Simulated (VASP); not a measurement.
# Mg16O16F (a cell with a defect) (F interstitial hop between voids) in VASP: notebook

Runs on Mg16O16F (a cell with a defect) (F interstitial hop between voids). Level: PBE. Tasks: single point.

Program: VASP 6.6.1. These are calculated values, not measurements. Logs are shortened: lines on timing, memory, paths and dates and some standing lists are left out, and cuts for length are marked.

## 1. The cell of the first run

The cell holds a defect, 33 atoms: a = 7.369 Å, b = 7.369 Å, c = 7.369 Å, α = 109.47°, β = 109.47°, γ = 109.47°.

## 2. Single point, PBE, collinear spin

Input file INCAR:

```
SYSTEM = Mg16O16F
PREC = Accurate
ENCUT = 520
EDIFF = 1E-6
ISMEAR = -1
SIGMA = 0.01
LREAL = Auto
LASPH = .True.
NELM = 150
ALGO = Normal
ISIF = 2
LWAVE = .False.
LCHARG = .False.
ISPIN = 2
MAGMOM = 0 0 0 0 0 0 0 0 0 0 0 0 0 0 0 0 0.03 0 0 0 0 0.19 0 0 0 0 0.57 0 0 0 0 0.06 0.18
LORBIT = 11
NUPDOWN = 1.0
GGA = PE
NBANDS = 94
```

Input file KPOINTS:

```
Automatic mesh
0
Gamma
  1 1 1
  0.25 0.25 0.25
```

Input file POSCAR:

```
Mg16O16F
1.0
   -4.2543812300      4.2543812300      4.2543812300
    4.2543812300     -4.2543812300      4.2543812300
    4.2543812300      4.2543812300     -4.2543812300
Mg O F
16 16 1
Direct
    0.0035425833      0.0041081180      0.0068543458
    0.0051307109      0.2508094461      0.7510575163
    0.0057072929      0.5054227357      0.5055050038
    0.0061688172      0.7604407845      0.2631833960
    0.2503199508      0.0057162249      0.7511302648
    0.2509803288      0.2515097830      0.4960882408
    0.2351537030      0.5124913312      0.2399138546
    0.2551145375      0.7557704226      0.0058828767
    0.5046228544      0.0059425798      0.5054763275
    0.5123054052      0.2357794109      0.2400128115
    0.5071723438      0.5077315321      0.0073411381
    0.4975226444      0.7776573892      0.7740166717
    0.7599921881      0.0068849025      0.2634358416
    0.7551429518      0.2556686722      0.0058038992
    0.7770019472      0.4977584014      0.7734223433
    0.7524062436      0.7529051410      0.5035024800
    0.0066670095      0.0071892946      0.5095925548
   -0.0104558096      0.2519800042      0.2510995001
    0.0060415366      0.5043316252      0.0053135812
    0.0165095689      0.7557651339      0.7578009176
    0.2512843683     -0.0099472750      0.2510675330
    0.2440635768      0.2447110270     -0.0172637326
    0.2585018691      0.5079410808      0.7536692945
    0.2564009761      0.7566301246      0.5074555813
    0.5035829852      0.0066049558      0.0051450490
    0.5073030326      0.2590161625      0.7535800923
    0.4068449456      0.4073067049      0.3689510684
    0.5036526781      0.7573492656      0.2570724016
    0.7553204159      0.0171686542      0.7579417137
    0.7561161838      0.2568131394      0.5073300636
    0.7568068835      0.5042696891      0.2570400819
    0.7691129034      0.7699322940      0.0414375183
    0.6289092010      0.6294772037      0.6685274183
```

Potentials or basis: VASP PAW PBE potentials, release 64 (Mg, O, F).

Started as:

```console
$ cat potpaw_PBE.64/Mg/POTCAR potpaw_PBE.64/O/POTCAR potpaw_PBE.64/F/POTCAR > POTCAR
$ mpirun -np 1 vasp_std > vasp.out
```

OUTCAR:

```text
SYSTEM = Mg16O16F
   PREC = Accurate
   ENCUT = 520
   EDIFF = 1E-6
   ISMEAR = -1
   LREAL = Auto
   LASPH = .True.
   NELM = 150
   ISIF = 2
   ISPIN = 2
   LORBIT = 11
   NUPDOWN = 1.0
   GGA = PE

 ion  position               nearest neighbor table
   1  0.004  0.004  0.007-  32 2.15  22 2.15  21 2.15  18 2.15  29 2.17  20 2.17  33 2.68   6 2.94
                             8 3.01  14 3.01   4 3.01  13 3.01   2 3.02   5 3.02  16 3.03  12 3.05
   2  0.005  0.251  0.751-  22 2.03  17 2.07  29 2.09  30 2.12  19 2.16  23 2.16  15 2.86  13 2.93
                             7 2.95   5 2.95  16 3.00   3 3.01   9 3.01   6 3.01  11 3.02   1 3.02
   3  0.006  0.505  0.506-  20 2.09  18 2.09  31 2.11  23 2.12  24 2.13  30 2.13  12 2.97  10 2.97
                             7 2.98   4 2.99  15 2.99  13 3.00   6 3.00  14 3.01   2 3.01   5 3.01
   4  0.006  0.760  0.263-  32 2.00  21 2.07  17 2.10  24 2.12  31 2.13  19 2.19   7 2.87   5 2.94
                            15 2.95   6 2.96  13 2.96  16 2.97   3 2.99   9 3.00  11 3.00   1 3.01
   5  0.250  0.006  0.751-  22 2.03  17 2.07  20 2.09  24 2.12  25 2.15  26 2.16  12 2.86   4 2.94
                            10 2.95   2 2.95  16 3.00   9 3.01   3 3.01   6 3.01  11 3.02   1 3.02
   6  0.251  0.252  0.496-  27 2.02  17 2.14  26 2.15  23 2.16  21 2.16  18 2.16  33 2.69   1 2.94
                            13 2.96   4 2.96   3 3.00   9 3.00   2 3.01   5 3.01  11 3.08   7 3.11
   7  0.235  0.512  0.240-  27 1.86  19 1.94  24 2.10  28 2.12  18 2.20  22 2.27   4 2.87   8 2.87
                            14 2.89   2 2.95   9 2.97   3 2.98  11 3.04   1 3.06   6 3.11  16 3.12
   8  0.255  0.756  0.006-  21 2.06  20 2.07  28 2.12  19 2.13  25 2.13  23 2.14  12 2.86   7 2.87
                            15 2.88  10 2.89   9 3.01   1 3.01  11 3.01   3 3.01   5 3.04  13 3.04
   9  0.505  0.006  0.505-  29 2.09  21 2.09  28 2.11  26 2.12  24 2.13  30 2.13  15 2.97   7 2.97
[... 10 lines left out ...]
                            12 2.88   7 2.89   3 3.01   1 3.01  11 3.01   9 3.01   2 3.04   4 3.04
  15  0.777  0.498  0.773-  33 1.84  19 1.93  30 2.08  26 2.09  20 2.19  32 2.33  14 2.86   2 2.86
                             8 2.88   4 2.95   9 2.97   3 2.99  11 3.04   1 3.05  16 3.16   6 3.17
  16  0.752  0.753  0.504-  33 2.01  31 2.13  28 2.13  17 2.14  20 2.19  29 2.20  27 2.50  13 2.97
                             4 2.97  11 2.99   2 3.00   5 3.00   3 3.01   9 3.01   1 3.03  10 3.12
  17  0.007  0.007  0.510-   2 2.07   5 2.07  13 2.10   4 2.10   6 2.14  16 2.14
  18  0.990  0.252  0.251-  14 2.06  13 2.08   3 2.09   1 2.15   6 2.16   7 2.20
  19  0.006  0.504  0.005-  15 1.93   7 1.94   8 2.13  14 2.13   2 2.16   4 2.19
  20  0.017  0.756  0.758-   8 2.07   5 2.09   3 2.09   1 2.17  15 2.19  16 2.19
  21  0.251  0.990  0.251-   8 2.06   4 2.07   9 2.09   1 2.15   6 2.16  10 2.21
  22  0.244  0.245  0.983-   2 2.03   5 2.03  11 2.14   1 2.15   7 2.27  10 2.28
  23  0.259  0.508  0.754-  12 2.09   3 2.12  11 2.14   8 2.14   6 2.16   2 2.16
  24  0.256  0.757  0.507-  12 2.08   7 2.10   4 2.12   5 2.12   9 2.13   3 2.13
  25  0.504  0.007  0.005-  12 1.93  10 1.94  14 2.13   8 2.13   5 2.15  13 2.19
  26  0.507  0.259  0.754-  15 2.09   9 2.12  11 2.14  14 2.14   6 2.15   5 2.16
  27  0.407  0.407  0.369-   7 1.86  10 1.86  33 1.90   6 2.02  16 2.50
  28  0.504  0.757  0.257-   9 2.11   7 2.12   8 2.12  16 2.13  13 2.13  11 2.14
  29  0.755  0.017  0.758-  14 2.07   2 2.09   9 2.09   1 2.17  12 2.19  16 2.20
  30  0.756  0.257  0.507-  15 2.08  10 2.09  13 2.12   2 2.12   3 2.13   9 2.13
  31  0.757  0.504  0.257-   3 2.11  10 2.12  14 2.12  16 2.13   4 2.13  11 2.14
  32  0.769  0.770  0.041-  13 1.99   4 2.00  11 2.09   1 2.15  12 2.33  15 2.33
  33  0.629  0.629  0.669-  15 1.84  12 1.84  27 1.90  16 2.01   1 2.68   6 2.69

[... 331 lines left out ...]
      1     -20.0987      1.00000
      2     -13.6890      1.00000
      3     -13.6574      1.00000
      4     -13.4942      1.00000
      5     -13.2693      1.00000
      6     -13.0309      1.00000
[... 71 lines left out ...]
     78      12.6452      0.00000
     79      12.7390      0.00000
 [bands above 79 left out]

------------------------ aborting loop because EDIFF is reached ----------------------------------------

  FORCE on cell =-STRESS in cart. coord.  units (eV):
  Direction    XX          YY          ZZ          XY          YZ          ZX
  --------------------------------------------------------------------------------------
  -------------------------------------------------------------------------------------
  Total       19.4530184     19.3823536      8.1442679      1.0645956      1.9998181      1.9982075
  in kB      101.1878521    100.8202783     42.3636557      5.5376568     10.4023600     10.3939822
  external PRESSURE =      81.4572621 kB  Pullay stress =       0.0000000 kB

 VOLUME and BASIS-vectors are now :
 -----------------------------------------------------------------------------
  energy-cutoff  :      520.00
  volume of cell :      308.01
      direct lattice vectors                 reciprocal lattice vectors
    -4.254381230  4.254381230  4.254381230     0.000000000  0.117525904  0.117525904
     4.254381230 -4.254381230  4.254381230     0.117525904  0.000000000  0.117525904
     4.254381230  4.254381230 -4.254381230     0.117525904  0.117525904  0.000000000

 POSITION                                       TOTAL-FORCE (eV/Angst)
 -----------------------------------------------------------------------------------
      0.03157      0.02675      0.00339        -0.004120     -0.005283     -0.000343
      4.24050      2.15007     -2.10642         0.017448      0.004000     -0.007342
      4.27659      0.02463      0.02393        -0.002386      0.003654     -0.004724
      4.32864     -2.08928      2.14177        -0.014502     -0.002792     -0.006119
      2.15496      4.23623     -2.10632         0.001013      0.013077     -0.009512
      2.11280      2.10830      0.02724        -0.012179     -0.011508     -0.104161
[... 25 lines left out ...]
      0.17978      0.17281      6.37139        -0.030292     -0.021851     -0.033217
      2.84659      2.84175      2.50949        -0.027432     -0.030067      0.356253
 -----------------------------------------------------------------------------------
    total drift:                               -0.014851     -0.015450     -0.016640

  FREE ENERGIE OF THE ION-ELECTRON SYSTEM (eV)
  ---------------------------------------------------
  free  energy   TOTEN  =      -190.0337968022 eV

  energy  without entropy=     -190.0337968022  energy(sigma->0) =     -190.03379680

 total charge

# of ion       s       p       d       tot
------------------------------------------
    1        0.138   0.156   0.067   0.361
    2        0.151   0.181   0.081   0.412
    3        0.148   0.176   0.078   0.402
    4        0.153   0.184   0.083   0.420
    5        0.151   0.181   0.081   0.412
    6        0.143   0.167   0.073   0.383
[... 25 lines left out ...]
   32        1.547   3.551   0.000   5.098
   33        1.757   4.446   0.000   6.203
--------------------------------------------------
tot         28.907  64.099   1.307  94.313

 magnetization (x)

# of ion       s       p       d       tot
------------------------------------------
    1       -0.000  -0.001  -0.000  -0.001
    2        0.000   0.000   0.001   0.001
    3        0.000   0.000   0.000   0.000
    4       -0.000   0.000   0.000   0.000
    5        0.000   0.000   0.001   0.001
    6       -0.000  -0.001  -0.000  -0.001
[... 25 lines left out ...]
   32        0.001   0.036   0.000   0.037
   33        0.005   0.151   0.000   0.155
--------------------------------------------------
tot          0.016   0.867   0.002   0.886
```

It took 2.1 min on 1 thread of Intel Xeon 6975P-C (Granite Rapids), shared host; peak memory 0.57 GiB.

What came out:

| Property | Result |
| --- | --- |
| Free energy | -190.0338 eV |
| Pressure | 8.1 GPa |
| Largest force | 0.359 eV/Å |
| Net moment | 1.00 μB per cell |
| Site moments | Mg -0.00, +0.00; O +0.02, +0.01, +0.00, +0.12, +0.54, -0.00, +0.04; F +0.15 μB |
| Valence electrons inside the program's atomic spheres | Mg 0.36, 0.41, 0.40, 0.42, 0.38, 0.47, 0.45; O 5.10, 5.09, 5.14, 5.07, 5.08, 5.05; F 6.20 |

Forces on the atoms (eV/Å):
```
Mg  -0.004 -0.005  0.000
Mg   0.017  0.004 -0.007
Mg  -0.002  0.004 -0.005
Mg  -0.015 -0.003 -0.006
Mg   0.001  0.013 -0.010
Mg  -0.012 -0.012 -0.104
Mg  -0.020  0.016  0.002
Mg   0.000 -0.002 -0.008
Mg   0.003  0.000 -0.001
Mg   0.033 -0.032 -0.008
Mg   0.002 -0.001 -0.012
Mg  -0.047  0.030 -0.009
Mg  -0.006 -0.017 -0.007
Mg  -0.003  0.000 -0.001
Mg   0.041 -0.030 -0.015
Mg   0.023  0.016  0.084
O   -0.008 -0.008 -0.002
O    0.003 -0.025 -0.037
O    0.002 -0.016  0.001
O   -0.021  0.048  0.053
O   -0.028  0.005 -0.033
O    0.006  0.013  0.007
O   -0.026  0.011  0.009
O   -0.007 -0.004  0.001
O   -0.001  0.012  0.004
O    0.010 -0.021  0.014
O    0.051  0.063 -0.238
O   -0.009  0.029 -0.023
O    0.045 -0.022  0.052
O    0.000 -0.006  0.002
O    0.028 -0.008 -0.026
O   -0.030 -0.022 -0.033
F   -0.027 -0.030  0.356
```

Caveat: the k points lie up to 1.04 Å⁻¹ apart; the total moment is fixed, so each spin has its own Fermi level.

## 3. Single point, PBE, collinear spin

Input file INCAR:

```
  PREC = Accurate
  ENCUT = 520
  EDIFF = 1E-6
  ISMEAR = -1
  SIGMA = 0.01
  LREAL = Auto
  LASPH = True
  NELM = 150
  ALGO = Normal
  ISIF = 2
  LWAVE = False
  LCHARG = False
  ISPIN = 2
  MAGMOM = 0 0 0 0 0 0 0 0 0 0 0 0 0 0 0 0 0.03 0 0 0 0 0.19 0 0 0 0 0.57 0 0 0 0 0.06 0.18
  LORBIT = 11
  NUPDOWN = 1.0
  GGA = PE
  NBANDS = 94
```

KPOINTS is that of step 2.

Input file POSCAR:

```
Mg16O16F
1.0
   -4.2543812300      4.2543812300      4.2543812300
    4.2543812300     -4.2543812300      4.2543812300
    4.2543812300      4.2543812300     -4.2543812300
Mg O F
16 16 1
Direct
    0.0033211645      0.0038817631      0.0073409030
    0.0039600353      0.2496393582      0.7510559885
    0.0032452428      0.5045669121      0.5054762100
    0.0064544051      0.7607301333      0.2631848063
    0.2491248298      0.0045235720      0.7511287370
    0.2543160665      0.2548160217      0.5035028325
    0.2311330242      0.5084780566      0.2399156175
    0.2538459629      0.7543736272      0.0058030766
    0.5037942968      0.0035104988      0.5055052389
    0.5079484849      0.2314170844      0.2400146919
    0.5064586090      0.5070250839      0.0068574014
    0.5000681380      0.7802068786      0.7740190223
    0.7602653183      0.0071570925      0.2634374870
    0.7538246637      0.2544810729      0.0058826416
    0.7793752653      0.5001306618      0.7734236360
    0.7482830823      0.7488142994      0.4960867129
    0.0061151078      0.0066388033      0.5095927898
    0.0034326966      0.2571321047      0.2570714614
    0.0046943372      0.5029844258      0.0053121709
   -0.0017231648      0.7499895584      0.7535799748
    0.2564814813      0.0039439343      0.2570392593
    0.2417360938      0.2423850718     -0.0172669058
    0.2444896082      0.5063355594      0.7579401858
    0.2545376029      0.7547688668      0.5074558163
    0.5022516518      0.0052766780      0.0051438738
    0.5057486350      0.2450095428      0.7577989197
    0.4653387633      0.4658012277      0.3689348498
    0.5028308194      0.7652689837      0.2511002052
    0.7494393021     -0.0011188466      0.7536690594
    0.7542301281      0.2549274363      0.5073306512
    0.7647269542      0.5034963686      0.2510681207
    0.7752163762      0.7760370596      0.0414392812
    0.5427808123      0.5433504604      0.6685264781
```

Potentials or basis: VASP PAW PBE potentials, release 64 (Mg, O, F).

Started as:

```console
$ cat potpaw_PBE.64/Mg/POTCAR potpaw_PBE.64/O/POTCAR potpaw_PBE.64/F/POTCAR > POTCAR
$ mpirun -np 1 vasp_std > vasp.out
```

OUTCAR:

```text
PREC = Accurate
   ENCUT = 520
   EDIFF = 1E-6
   ISMEAR = -1
   LREAL = Auto
   LASPH = True
   NELM = 150
   ISIF = 2
   ISPIN = 2
   LORBIT = 11
   NUPDOWN = 1.0
   GGA = PE

 ion  position               nearest neighbor table
   1  0.003  0.004  0.007-  32 2.09  29 2.14  20 2.14  22 2.14  21 2.14  18 2.14   6 2.99   4 3.00
                            13 3.00   8 3.01  14 3.01   5 3.02   2 3.02  12 3.03  15 3.04   7 3.04
   2  0.004  0.250  0.751-  22 2.03  17 2.07  23 2.09  30 2.12  19 2.16  29 2.16  15 2.86  13 2.93
                             7 2.95   5 2.95   6 3.00   9 3.01   3 3.01  16 3.01   1 3.02  11 3.02
   3  0.003  0.505  0.505-  23 2.09  31 2.09  18 2.11  20 2.12  24 2.13  30 2.13  15 2.97   7 2.97
                            10 2.99  13 2.99  12 3.00   4 3.00  16 3.00  14 3.01   5 3.01   8 3.01
   4  0.006  0.761  0.263-  32 2.00  31 2.07  17 2.10  24 2.12  21 2.13  19 2.19   7 2.87   5 2.94
                            15 2.95  16 2.96  13 2.96   6 2.97   9 2.99   3 3.00   1 3.00  11 3.01
   5  0.249  0.005  0.751-  22 2.03  17 2.07  26 2.09  24 2.12  25 2.15  20 2.16  12 2.86   4 2.94
                            10 2.95   2 2.95   6 3.00   3 3.01   9 3.01  16 3.01   1 3.02  11 3.02
   6  0.254  0.255  0.504-  33 2.01  21 2.13  18 2.13  17 2.14  26 2.19  23 2.20  27 2.50  13 2.97
                             4 2.97   1 2.99   2 3.00   5 3.00   9 3.01   3 3.01  11 3.03  10 3.12
[... 508 lines left out ...]
  ---------------------------------------------------
  free  energy   TOTEN  =      -190.0337635272 eV

  energy  without entropy=     -190.0337635272  energy(sigma->0) =     -190.03376353

 total charge

# of ion       s       p       d       tot
------------------------------------------
    1        0.144   0.167   0.073   0.383
    2        0.151   0.181   0.081   0.412
    3        0.148   0.176   0.078   0.402
    4        0.153   0.184   0.083   0.420
    5        0.151   0.181   0.081   0.412
    6        0.136   0.157   0.070   0.363
[... 25 lines left out ...]
   32        1.547   3.551   0.000   5.098
   33        1.757   4.446   0.000   6.203
--------------------------------------------------
tot         28.907  64.099   1.307  94.313

 magnetization (x)

# of ion       s       p       d       tot
------------------------------------------
    1       -0.000  -0.000   0.000  -0.000
    2        0.000   0.000   0.001   0.001
    3        0.000   0.000   0.000   0.000
    4       -0.000   0.000   0.000   0.000
    5        0.000   0.000   0.001   0.001
    6       -0.000  -0.000  -0.000  -0.001
[... 25 lines left out ...]
   32        0.001   0.036   0.000   0.037
   33        0.005   0.151   0.000   0.155
--------------------------------------------------
tot          0.016   0.867   0.002   0.886
```

OSZICAR:

```text
N       E                     dE             d eps       ncg     rms          rms(c)
DAV:   1     0.722754630931E+03    0.72275E+03   -0.67426E+04   392   0.131E+03
DAV:   2    -0.163483122279E+03   -0.88624E+03   -0.86645E+03   460   0.291E+02
DAV:   3    -0.214903917688E+03   -0.51421E+02   -0.51123E+02   464   0.724E+01
DAV:   4    -0.215313843131E+03   -0.40993E+00   -0.40889E+00   448   0.718E+00
DAV:   5    -0.215317251135E+03   -0.34080E-02   -0.34055E-02   456   0.640E-01    0.294E+01
DAV:   6    -0.190233533324E+03    0.25084E+02   -0.97948E+01   420   0.319E+01    0.908E+00
DAV:   7    -0.190138079968E+03    0.95453E-01   -0.21514E+00   432   0.546E+00    0.571E+00
DAV:   8    -0.190010597440E+03    0.12748E+00   -0.84522E-01   416   0.444E+00    0.199E+00
DAV:   9    -0.190031859658E+03   -0.21262E-01   -0.11186E-01   488   0.166E+00    0.757E-01
DAV:  10    -0.190031441546E+03    0.41811E-03   -0.83713E-02   440   0.109E+00    0.321E-01
DAV:  11    -0.190032887874E+03   -0.14463E-02   -0.85848E-03   456   0.414E-01    0.148E-01
DAV:  12    -0.190033482605E+03   -0.59473E-03   -0.12520E-03   432   0.132E-01    0.796E-02
DAV:  13    -0.190033699448E+03   -0.21684E-03   -0.20747E-04   448   0.674E-02    0.348E-02
DAV:  14    -0.190033759590E+03   -0.60142E-04   -0.50129E-05   432   0.333E-02    0.126E-02
DAV:  15    -0.190033762655E+03   -0.30645E-05   -0.10064E-05   472   0.138E-02    0.493E-03
DAV:  16    -0.190033763527E+03   -0.87245E-06   -0.16020E-06   336   0.504E-03
   1 F= -.19003376E+03 E0= -.19003376E+03  d E =-.160448E-14  mag=     1.0000
```

stdout:

```text
POSCAR found type information on POSCAR MgO F
 POSCAR found :  3 types and      33 ions
 scaLAPACK will be used
 LDA part: xc-table for (Slater+PW92), standard interpolation
 POSCAR, INCAR and KPOINTS ok, starting setup
 FFT: planning ... GRIDC
 FFT: planning ... GRID_SOFT
 FFT: planning ... GRID
 WAVECAR not read
 entering main loop
```

It took 2 min on 1 thread of Intel Xeon 6975P-C (Granite Rapids), shared host; peak memory 0.55 GiB.

Results:

| Item | Value |
| --- | --- |
| Free energy | -190.0338 eV |
| Pressure | 8.1 GPa |
| Largest force | 0.354 eV/Å |
| Net moment | 1.00 μB per cell |
| Site moments | Mg -0.00, +0.00; O +0.02, -0.00, +0.00, +0.12, +0.54, +0.01, +0.04; F +0.15 μB |
| Valence electrons inside the program's atomic spheres | Mg 0.38, 0.41, 0.40, 0.42, 0.36, 0.47, 0.45; O 5.10, 5.09, 5.14, 5.08, 5.07, 5.05; F 6.20 |

Forces on the atoms (eV/Å):
```
Mg   0.000 -0.002  0.013
Mg   0.018  0.004  0.006
Mg   0.002 -0.001 -0.001
Mg  -0.015 -0.003  0.008
Mg   0.001  0.013  0.008
Mg   0.021  0.016 -0.084
Mg  -0.020  0.015 -0.002
Mg  -0.003 -0.001 -0.001
Mg  -0.004  0.004  0.003
Mg   0.031 -0.033  0.008
Mg  -0.004 -0.004  0.001
Mg  -0.048  0.029  0.010
Mg  -0.007 -0.017  0.008
Mg  -0.001 -0.004  0.007
Mg   0.039 -0.028  0.016
Mg  -0.012 -0.012  0.104
O   -0.008 -0.009  0.003
O   -0.009  0.029  0.020
O    0.002 -0.015 -0.002
O    0.016 -0.021 -0.016
O    0.027 -0.008  0.023
O    0.005  0.013 -0.004
O    0.045 -0.021 -0.049
O   -0.005 -0.003 -0.002
O    0.001  0.013 -0.004
O   -0.018  0.047 -0.049
O    0.050  0.064  0.237
O    0.001 -0.023  0.036
O   -0.022  0.015 -0.010
O    0.003 -0.007 -0.002
O   -0.025  0.004  0.032
O   -0.032 -0.025  0.033
F   -0.030 -0.029 -0.352
```

Stress tensor (GPa, compression positive):
```
10.12  0.56 -1.03
 0.56 10.08 -1.03
-1.03 -1.03  4.23
```

Caveat: the k points lie up to 1.04 Å⁻¹ apart; the total moment is fixed, so each spin has its own Fermi level.
